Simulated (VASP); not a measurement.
# Pb in VASP: settings compared, part 2 of 2

VASP 6.6.1. Earlier steps stand in the parts before.

## 4. Single point, LDA

This run uses another cell than the first one, of 40.67 Å³/atom, 0.980 times its volume.

File INCAR:

```
SYSTEM = Pb
PREC = Accurate ; ENCUT = 520
EDIFF = 1E-6 ; ISMEAR = -1
SIGMA = 0.1 ; LREAL = .False.
LASPH = .True. ; NELM = 100
ALGO = Normal ; ISIF = 2
LWAVE = .False. ; LCHARG = .False.
NBANDS = 21
```

File KPOINTS:

```
Automatic mesh
0
Gamma
  6 6 6
  0 0 0
```

File POSCAR:

```
Pb
1.0
    0.0000000000      3.4390000555      3.4390000555
    3.4390000555      0.0000000000      3.4390000555
    3.4390000555      3.4390000555      0.0000000000
Pb
2
Direct
    0.2500000000      0.2500000000      0.2500000000
    0.0000000000      0.0000000000      0.0000000000
```

Potentials or basis: VASP PAW LDA potentials, release 64 (Pb_d).

The run is started by

```console
$ cat potpaw_LDA.64/Pb_d/POTCAR > POTCAR
$ mpirun -np 1 vasp_std > vasp.out
```

It took 13 s on 1 thread of Intel Xeon Platinum 8488C (Sapphire Rapids), shared host; peak memory 0.17 GiB.

The run converged. Its results:

```yaml
Free_energy: -7.8863 eV
Pressure: -0.6 GPa
Band_gap_on_the_k_mesh: zero (band 14 reaches 4.45 eV, above the bottom of band 15 at 3.30 eV)
```

Levels at points of the mesh, in eV from the Fermi level:
```tsv
k point	band 12	band 13	band 14	band 15	band 16	band 17
(0.00, 0.00, 0.00)	-3.87	0.49	0.49	0.49	2.48	2.48
(0.50, 0.00, 0.00)	-7.03	-0.91	-0.66	-0.66	3.60	3.60
(0.50, 0.50, 0.00)	-8.41	-1.89	-1.89	0.91	0.91	7.23
```

Caveat: spin-orbit coupling is left out, which moves the levels of the heavy elements.

## 5. Single point, LDA

This run uses another cell than the first one, of 40.67 Å³/atom, 0.980 times its volume.

File INCAR:

```
SYSTEM = Pb
  PREC = Accurate
  ENCUT = 520
  EDIFF = 1E-7
  ISMEAR = -1
  SIGMA = 0.1
  LREAL = .False.
  LASPH = .True.
  NELM = 100
  ALGO = Normal
  ISIF = 2
  LWAVE = .False.
  LCHARG = .False.
  GGA = CA
  NBANDS = 21
```

File KPOINTS:

```
regular mesh
0
Gamma
  6 6 6
  0 0 0
```

POSCAR is that of step 4.

Potentials or basis: VASP PAW LDA potentials, release 64 (Pb_d).

The run is started by

```console
$ cat potpaw_LDA.64/Pb_d/POTCAR > POTCAR
$ mpirun -np 1 vasp_std > vasp.out
```

OUTCAR:

```text
SYSTEM = Pb
   PREC = Accurate
   ENCUT = 520
   EDIFF = 1E-7
   ISMEAR = -1
   LREAL = .False.
   LASPH = .True.
   NELM = 100
   ISIF = 2
   GGA = CA

 ion  position               nearest neighbor table
   1  0.250  0.250  0.250-   2 2.98   2 2.98   2 2.98   2 2.98
   2  0.000  0.000  0.000-   1 2.98   1 2.98   1 2.98   1 2.98

  LATTYP: Found a face centered cubic cell.
 ALAT       =     6.8780001110

  Lattice vectors:

[... 560 lines left out ...]

------------------------ aborting loop because EDIFF is reached ----------------------------------------

  FORCE on cell =-STRESS in cart. coord.  units (eV):
  Direction    XX          YY          ZZ          XY          YZ          ZX
  --------------------------------------------------------------------------------------
  -------------------------------------------------------------------------------------
  Total       -0.2954261     -0.2954261     -0.2954261      0.0000000     -0.0000000      0.0000000
  in kB       -5.8187938     -5.8187938     -5.8187938      0.0000000     -0.0000000      0.0000000
  external PRESSURE =      -5.8187938 kB  Pullay stress =       0.0000000 kB

 VOLUME and BASIS-vectors are now :
 -----------------------------------------------------------------------------
  energy-cutoff  :      520.00
  volume of cell :       81.34
      direct lattice vectors                 reciprocal lattice vectors
     0.000000000  3.439000056  3.439000056    -0.145391100  0.145391100  0.145391100
     3.439000056  0.000000000  3.439000056     0.145391100 -0.145391100  0.145391100
     3.439000056  3.439000056  0.000000000     0.145391100  0.145391100 -0.145391100

 POSITION                                       TOTAL-FORCE (eV/Angst)
 -----------------------------------------------------------------------------------
      1.71950      1.71950      1.71950         0.000000      0.000000      0.000000
      0.00000      0.00000      0.00000        -0.000000     -0.000000     -0.000000
 -----------------------------------------------------------------------------------
    total drift:                                0.000000      0.000000      0.000000

  FREE ENERGIE OF THE ION-ELECTRON SYSTEM (eV)
  ---------------------------------------------------
  free  energy   TOTEN  =        -7.8863177846 eV

  energy  without entropy=       -7.8631831715  energy(sigma->0) =       -7.87475048
```

stdout:

```text
POSCAR found type information on POSCAR Pb
 POSCAR found :  1 types and       2 ions
 scaLAPACK will be used
 LDA part: xc-table for (Slater(with rela. corr.)+CA(PZ))
 , standard interpolation
 POSCAR, INCAR and KPOINTS ok, starting setup
 FFT: planning ... GRIDC
 FFT: planning ... GRID_SOFT
 FFT: planning ... GRID
 WAVECAR not read
 entering main loop
```

Run time: 14 s. Hardware: 1 thread of Intel Xeon Platinum 8488C (Sapphire Rapids), shared host; peak memory 0.17 GiB.

Results:

```yaml
Free_energy: -7.8863 eV
Pressure: -0.6 GPa
Band_gap_on_the_k_mesh: zero (band 14 reaches 4.45 eV, above the bottom of band 15 at 3.30 eV)
```

Caveat: spin-orbit coupling is left out, which moves the levels of the heavy elements.

## 6. The runs side by side

| level | potentials or basis | cell | k mesh | smearing | gap on the mesh (eV) | pressure (GPa) |
| --- | --- | --- | --- | --- | --- | --- |
| PBEsol | VASP PAW PBE potentials, release 64 (Pb_d) | a = 4.912, b = 4.912, c = 4.863 Å, angles 60.3, 60.3, 59.3°, 2 atoms | 6 × 6 × 6 | fermi-dirac 0.05 eV | none | -0.1 |
| PBEsol | VASP PAW PBE potentials, release 64 (Pb_d) | a = 4.863 Å, angles 60.0°, 2 atoms | 7 × 7 × 7 | fermi-dirac 0.05 eV | none | 0.4 |
| LDA | VASP PAW LDA potentials, release 64 (Pb_d) | a = 4.863 Å, angles 60.0°, 2 atoms | 6 × 6 × 6 | fermi-dirac 0.1 eV | none | -0.6 |

Alike in all rows: task single point; no spin polarisation; cutoff (eV) 520.

Caveats: spin-orbit coupling is left out, which moves the levels of the heavy elements; the PAW data sets were made with another functional, which shifts forces and pressure a little (some runs).

Total energies depend on the potentials used, so only differences within one code and one set of settings carry meaning.
